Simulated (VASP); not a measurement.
# LiCl (Pm-3m) in VASP: G0W0 quasiparticle levels with PBE

Aim: the G0W0 quasiparticle levels of LiCl with PBE.

All numbers are computed with VASP 6.6.1; they aren't measurements. Logs are shortened: lines on timing, memory, paths and dates and some standing lists are left out, and cuts for length are marked.

## Step 1: The cell of the first run

The structure is cubic, space group Pm-3m (No. 221). The conventional cell has a = 3.271 Å, b = 3.271 Å, c = 3.271 Å, α = 90.00°, β = 90.00°, γ = 90.00°. Li (site symmetry m-3m) has 8 Cl at 2.83 Å and 6 Li at 3.27 Å within 3.7 Å. Within 3.7 Å of Cl (site symmetry m-3m) lie 8 Li at 2.83 Å and 6 Cl at 3.27 Å.

## Step 2: G0W0 quasiparticle levels, PBE

POSCAR

```
LiCl
1.0
    3.2711235786      0.0000000000      0.0000000000
    0.0000000000      3.2711235786      0.0000000000
    0.0000000000      0.0000000000      3.2711235786
Li Cl
1 1
Direct
    0.0000000000      0.0000000000      0.0000000000
    0.5000000000      0.5000000000      0.5000000000
```

INCAR.step1

```
  PREC = Accurate
  ENCUT = 500
  EDIFF = 1E-8
  ISMEAR = 0
  SIGMA = 0.01
  LREAL = False
  LASPH = True
  NELM = 80
  ALGO = Normal
  LWAVE = True
  LCHARG = False
  GGA = PE
```

INCAR.step2

```
  PREC = Accurate
  ENCUT = 500
  EDIFF = 1E-8
  ISMEAR = 0
  SIGMA = 0.01
  LREAL = False
  LASPH = True
  NELM = 1
  ALGO = Exact
  LWAVE = True
  LCHARG = False
  GGA = PE
  NBANDS = 245
  LOPTICS = True
  ISTART = 1
```

INCAR.step3

```
  PREC = Accurate
  ENCUT = 500
  EDIFF = 1E-8
  ISMEAR = 0
  SIGMA = 0.01
  LREAL = False
  LASPH = True
  ALGO = EVGW0
  LWAVE = False
  LCHARG = False
  GGA = PE
  NELMGW = 1
  NBANDS = 245
  ENCUTGW = 200
  NOMEGA = 96
  PRECFOCK = Fast
  ISTART = 1
  NBANDSGW = 12
  OMEGAMAX = 20
```

KPOINTS

```
Automatic mesh
0
Gamma
  4 4 4
```

Potentials or basis: VASP PAW PBE potentials, release 64 (Li_GW, Cl_GW).

On the command line:

```sh
$ cat potpaw_PBE.64/Li_GW/POTCAR potpaw_PBE.64/Cl_GW/POTCAR > POTCAR
$ cp INCAR.step1 INCAR
$ mpirun -np 1 vasp_std > vasp.out
$ cp INCAR.step2 INCAR
$ mpirun -np 1 vasp_std > vasp.out
$ cp INCAR.step3 INCAR
$ mpirun -np 1 vasp_std > vasp.out
```

OUTCAR:

```text
PREC = Accurate
   ENCUT = 500
   EDIFF = 1E-8
   ISMEAR = 0
   LREAL = False
   LASPH = True
   GGA = PE
   NELMGW = 1
   ENCUTGW = 200
   PRECFOCK = Fast
   ISTART = 1

 ion  position               nearest neighbor table
   1  0.000  0.000  0.000-   2 2.83   2 2.83   2 2.83   2 2.83   2 2.83   2 2.83   2 2.83   2 2.83

   2  0.500  0.500  0.500-   1 2.83   1 2.83   1 2.83   1 2.83   1 2.83   1 2.83   1 2.83   1 2.83

  LATTYP: Found a simple cubic cell.
 ALAT       =     3.2711235786

  Lattice vectors:

 A1 = (   3.2711235786,   0.0000000000,   0.0000000000)
 A2 = (   0.0000000000,   3.2711235786,   0.0000000000)
 A3 = (   0.0000000000,   0.0000000000,   3.2711235786)

Analysis of symmetry for initial positions (statically):
=====================================================================
 Subroutine PRICEL returns:
 Original cell was already a primitive cell.

 Routine SETGRP: Setting up the symmetry group for a
 simple cubic supercell.

 Subroutine GETGRP returns: Found 48 space group operations
 (whereof 48 operations were pure point group operations)
 out of a pool of 48 trial point group operations.

The static configuration has the point symmetry O_h .

Analysis of symmetry for dynamics (positions and initial velocities):
=====================================================================
 Subroutine PRICEL returns:
 Original cell was already a primitive cell.

 Routine SETGRP: Setting up the symmetry group for a
 simple cubic supercell.

 Subroutine GETGRP returns: Found 48 space group operations
 (whereof 48 operations were pure point group operations)
 out of a pool of 48 trial point group operations.

The dynamic configuration has the point symmetry O_h .

 Subroutine INISYM returns: Found 48 space group operations
 (whereof 48 operations are pure point group operations),
 and found     1 'primitive' translations

----------------------------------------------------------------------------------------

                                     Primitive cell

  volume of cell :      35.0018

  direct lattice vectors                    reciprocal lattice vectors
     3.271123579  0.000000000  0.000000000     0.305705357  0.000000000  0.000000000
     0.000000000  3.271123579  0.000000000     0.000000000  0.305705357  0.000000000
     0.000000000  0.000000000  3.271123579     0.000000000  0.000000000  0.305705357

  length of vectors
     3.271123579  3.271123579  3.271123579     0.305705357  0.305705357  0.305705357

  position of ions in fractional coordinates (direct lattice)
     0.000000000  0.000000000  0.000000000
     0.500000000  0.500000000  0.500000000

  ion indices of the primitive-cell ions
   primitive index   ion index
                 1           1
                 2           2

----------------------------------------------------------------------------------------

 KPOINTS: Automatic mesh

Automatic generation of k-mesh.
 Grid dimensions read from file:
 generate k-points for:    4    4    4

 Generating k-lattice:

  Cartesian coordinates                     Fractional coordinates (reciprocal lattice)
     0.076426339  0.000000000  0.000000000     0.250000000  0.000000000  0.000000000
     0.000000000  0.076426339  0.000000000     0.000000000  0.250000000  0.000000000
     0.000000000  0.000000000  0.076426339     0.000000000  0.000000000  0.250000000

  Length of vectors
     0.076426339  0.076426339  0.076426339

  Shift w.r.t. Gamma in fractional coordinates (k-lattice)
     0.000000000  0.000000000  0.000000000

 Subroutine IBZKPT returns following result:
 ===========================================

 Found     10 irreducible k-points:

 Following reciprocal coordinates:
            Coordinates               Weight
  0.000000  0.000000  0.000000      1.000000
  0.250000  0.000000  0.000000      6.000000
  0.500000  0.000000  0.000000      3.000000
  0.250000  0.250000  0.000000     12.000000
  0.500000  0.250000  0.000000     12.000000
  0.500000  0.500000  0.000000      3.000000
  0.250000  0.250000  0.250000      8.000000
  0.500000  0.250000  0.250000     12.000000
  0.500000  0.500000  0.250000      6.000000
  0.500000  0.500000  0.500000      1.000000
   k-points           NKPTS =     10   k-points in BZ     NKDIM =     64   number of bands    NBANDS=    245
   number of dos      NEDOS =    301   number of ions     NIONS =      2
   total plane-waves  NPLWV =  13824
   dimension x,y,z NGX =    24 NGY =   24 NGZ =   24
   dimension x,y,z NGXF=    48 NGYF=   48 NGZF=   48
   ions per type =               1   1
   NGX,Y,Z   is equivalent  to a cutoff of  12.20, 12.20, 12.20 a.u.
   NGXF,Y,Z  is equivalent  to a cutoff of  24.39, 24.39, 24.39 a.u.
 SYSTEM =  unknown system
   PREC   = accura    normal or accurate (medium, high low for compatibility)
   ISTART =      1    job   : 0-new  1-cont  2-samecut
   ICHARG =      0    charge: 1-file 2-atom 10-const
   ISPIN  =      1    spin polarized calculation?
   LNONCOLLINEAR =      F non collinear calculations
   LSORBIT =      F    spin-orbit coupling
   LASPH  =      T    aspherical Exc in radial PAW
   ENCUT  =  500.0 eV  36.75 Ry    6.06 a.u.   5.96  5.96  5.96*2*pi/ulx,y,z
   NELM   =     60;   NELMIN=  2; NELMDL=  0     # of ELM steps
   EDIFF  = 0.1E-07   stopping-criterion for ELM
   LREAL  =      F    real-space projection
   EDIFFG = 0.1E-06   stopping-criterion for IOM
   NSW    =      0    number of steps for IOM
   IBRION =     -1    ionic relax: 0-MD 1-quasi-New 2-CG
   NFREE  =      0    steps in history (QN), initial steepest desc. (CG)
   ISIF   =      0    stress and relaxation
   ISYM   =      3    0-nonsym 1-usesym 2-fastsym
   POTIM  = 0.5000    time-step for ionic-motion
   TEBEG  =    0.0;   TEEND  =   0.0 temperature during run
   PSTRESS=    0.0 pullay stress
   NELECT =       8.0000    total number of electrons
   NUPDOWN=      -1.0000    fix difference up-down
   EMIN   =  10.00;   EMAX   =-10.00  energy-range for DOS
   EFERMI =   0.00;   METHOD = LEGACY
   ISMEAR =     0;   SIGMA  =   0.01  broadening in eV -4-tet -1-fermi 0-gaus
   EFERMI_NEDOS =   21; number of points for ismear=-14 and -15
   IALGO  =     38    algorithm
   IMIX   =      4    mixing-type and parameters
     AMIX     =   0.40;   BMIX     =  1.00
     AMIX_MAG =   1.60;   BMIX_MAG =  1.00
  volume/ion in A,a.u.               =      17.50       118.10
  Fermi-wavevector in a.u.,A,eV,Ry     =   1.000940  1.891502 13.631406  1.001880
  Thomas-Fermi vector in A             =   2.133329
   LORBIT       =      0    0 simple, 1 ext, 2 COOP (PROOUT), +10 PAW based schemes
   GGA     = PE    functional components
   LHFCALC =     T    Hartree Fock is set to
   PRECFOCK=fast      Normal, Fast or Accurate (Low or Medium for compatibility)
   ENCUT4O =  -1.0   cutoff for four orbital integrals eV
   NKREDX  =     1    reduce k-point grid by
   NKREDY  =     1    reduce k-point grid by
   NKREDZ  =     1    reduce k-point grid by
   AEXX    =    1.0000 exact exchange contribution
   HFSCREEN=    0.0000 screening length (either q_TF or 0.3 A-1)
   HFSCREENC=   0.0000 screening length for correlation (either q_TF or 0.3 A-1)
   ENCUTFOCK=  -1.0 apply spherical cutoff to Coloumb kernel
   IVDW    =     0    specifies the selected vdW correction
   LEPSILON=     F    determine dielectric tensor
   LRPA    =     F    only Hartree local field effects (RPA)
   LRPAFORCE           =     F    calculate RPA forces
   ENCUTGW             = 200.0    cutoff for response function in eV
   ENCUTGWSOFT         = 160.0    soft cutoff for Coulomb kernel in GW response function in eV
   ENCUTLF             =  -1.0    cutoff for local field effects
   NELMGW              =     1    number of iterations in solving QP/BSE equation
   NELMHF              =     1    number of iterations in the inner HF iteration
   NKREDLFX            =     1    NKREDLFY  =   1   NKREDLFZ  =   1
 non-spin polarized calculation
 Gauss-broadening in eV      SIGMA  =   0.01
  energy-cutoff  :      500.00
  volume of cell :       35.00
 maximum number of plane-waves:       912
 NGX is ok and might be reduce to    24
  NGX = 14; NGY = 14; NGZ = 14
   NGX = 11   NGY = 11   NGZ = 11
 maximum number of plane-waves:       251

 QP shifts <psi_nk| G(iteration)W_0 |psi_nk>: iteration 1
 for sc-GW calculations column KS-energies equals QP-energies in previous step
 and V_xc(KS)=  KS-energies - (<T + V_ion + V_H > + <T+V_H+V_ion>^1  + <V_x>^1)

 k-point   1 :       0.0000    0.0000    0.0000
  band No.  KS-energies  QP-energies   sigma(KS)   V_xc(KS)     V^pw_x(r,r')   Z            occupation Imag(sigma)

      1     -14.1482     -15.3863     -16.5729     -14.6807     -24.0794       0.6544       2.0000       1.1705
      2      -0.7227      -2.4750     -16.5881     -14.3326     -18.5806       0.7769       2.0000       0.0357
      3      -0.7227      -2.4750     -16.5881     -14.3326     -18.5806       0.7769       2.0000       0.0357
      4      -0.7227      -2.4750     -16.5881     -14.3326     -18.5806       0.7769       2.0000       0.0357
      5       4.4973       5.1348      -7.3185      -8.0897      -3.8276       0.8267       0.0000      -0.0450
      6       8.6950       9.5534      -7.9073      -8.9419      -4.1790       0.8296       0.0000      -0.0532
      7       8.6950       9.5534      -7.9073      -8.9419      -4.1790       0.8296       0.0000      -0.0532
      8      13.2781      14.3325      -6.3276      -7.6997      -1.8619       0.7685       0.0000      -0.1576
      9      13.2781      14.3325      -6.3276      -7.6997      -1.8619       0.7685       0.0000      -0.1576
     10      13.2781      14.3325      -6.3276      -7.6997      -1.8619       0.7685       0.0000      -0.1576
     11      16.5659      17.9503     -10.5178     -12.2721      -5.1710       0.7891       0.0000      -0.3509
     12      16.5659      17.9503     -10.5178     -12.2721      -5.1710       0.7891       0.0000      -0.3509

 k-point   2 :       0.2500    0.0000    0.0000
  band No.  KS-energies  QP-energies   sigma(KS)   V_xc(KS)     V^pw_x(r,r')   Z            occupation Imag(sigma)

      1     -13.9046     -15.1646     -16.7476     -14.8626     -24.1790       0.6685       2.0000       1.1557
      2      -2.5440      -4.4068     -15.1589     -12.7214     -17.4618       0.7642       2.0000       0.0489
      3      -0.4989      -2.2302     -16.7974     -14.5718     -18.7426       0.7779       2.0000       0.0363
      4      -0.4989      -2.2302     -16.7974     -14.5718     -18.7426       0.7779       2.0000       0.0363
      5       5.4481       6.1726      -7.4241      -8.3003      -3.8714       0.8268       0.0000      -0.0477
      6       9.3833      10.2881      -8.1213      -9.2286      -4.2794       0.8172       0.0000      -0.0536
      7       9.6296      10.5547      -8.4856      -9.6454      -4.4349       0.7977       0.0000      -0.0683
      8      11.4858      12.6304      -7.0008      -8.4395      -2.8607       0.7956       0.0000      -0.0855
      9      11.4858      12.6304      -7.0008      -8.4395      -2.8607       0.7956       0.0000      -0.0855
     10      14.2325      15.2676      -7.4646      -8.7862      -2.7999       0.7833       0.0000      -0.1768
     11      16.9158      18.3607     -10.7381     -12.5744      -5.3100       0.7869       0.0000      -0.3561
     12      17.3751      17.7865      -6.8170      -7.2839      -1.7649       0.8813       0.0000      -0.7312
[... 100 lines left out ...]
      1     -12.9102     -14.1780     -17.4794     -15.6566     -24.6517       0.6955       2.0000       1.0239
      2      -2.8578      -4.7443     -15.3587     -12.8847     -17.7857       0.7625       2.0000       0.0545
      3      -2.8578      -4.7443     -15.3587     -12.8847     -17.7857       0.7625       2.0000       0.0545
      4      -1.2768      -3.0647     -16.4501     -14.1471     -18.5411       0.7763       2.0000       0.0377
      5       5.2583       6.0169      -6.4570      -7.3656      -3.1264       0.8348       0.0000      -0.0457
      6       7.0243       7.9107      -7.0389      -8.1202      -3.4421       0.8198       0.0000      -0.0515
      7       7.0243       7.9107      -7.0389      -8.1202      -3.4421       0.8198       0.0000      -0.0515
      8      12.7274      13.5298      -5.3389      -6.3804      -0.9393       0.7704       0.0000      -0.1532
      9      13.6554      14.7003      -9.5596     -10.8967      -4.8559       0.7814       0.0000      -0.1334
     10      16.3419      17.3790      -9.3580     -10.6905      -4.0690       0.7784       0.0000      -0.4188
     11      16.3419      17.3790      -9.3580     -10.6905      -4.0690       0.7784       0.0000      -0.4188
     12      19.6399      21.0235     -12.0343     -13.9439      -5.6573       0.7246       0.0000      -0.4956

 k-point  10 :       0.5000    0.5000    0.5000
  band No.  KS-energies  QP-energies   sigma(KS)   V_xc(KS)     V^pw_x(r,r')   Z            occupation Imag(sigma)

      1     -12.6774     -13.9705     -17.6280     -15.8338     -24.7557       0.7207       2.0000       1.0143
      2      -2.3833      -4.2526     -15.9345     -13.4922     -18.2914       0.7654       2.0000       0.0492
      3      -2.3833      -4.2526     -15.9345     -13.4922     -18.2914       0.7654       2.0000       0.0492
      4      -2.3833      -4.2526     -15.9345     -13.4922     -18.2914       0.7654       2.0000       0.0492
      5       5.2469       6.0543      -6.3646      -7.3303      -3.0408       0.8361       0.0000      -0.0453
      6       5.2469       6.0543      -6.3646      -7.3303      -3.0408       0.8361       0.0000      -0.0453
      7       5.2469       6.0543      -6.3646      -7.3303      -3.0408       0.8361       0.0000      -0.0453
      8      12.0657      12.7289      -5.4773      -6.3408      -1.0597       0.7681       0.0000      -0.1310
      9      18.7427      19.5381      -9.3633     -10.3795      -3.7455       0.7828       0.0000      -0.6571
     10      18.7427      19.5381      -9.3633     -10.3795      -3.7455       0.7828       0.0000      -0.6571
     11      18.7427      19.5381      -9.3633     -10.3795      -3.7455       0.7828       0.0000      -0.6571
     12      19.8212      21.2524     -12.1564     -14.1143      -5.7284       0.7310       0.0000      -0.4336
```

It took 1.8 min on 1 thread of Intel Xeon 6975P-C (Granite Rapids), shared host; peak memory 0.58 GiB.

Results:

- Quasiparticle gap: 6.72 eV
- Least direct quasiparticle gap: 7.56 eV
- Band gap of the starting levels on the mesh: 4.40 eV
- Least direct gap of the starting levels on the mesh: 5.17 eV

Caveat: the k points lie up to 0.48 Å⁻¹ apart; bands, screening cutoff and mesh are small and nothing is extrapolated, so the quasiparticle values aren't converged; the structure was generated, so it needn't be the stable form of LiCl.
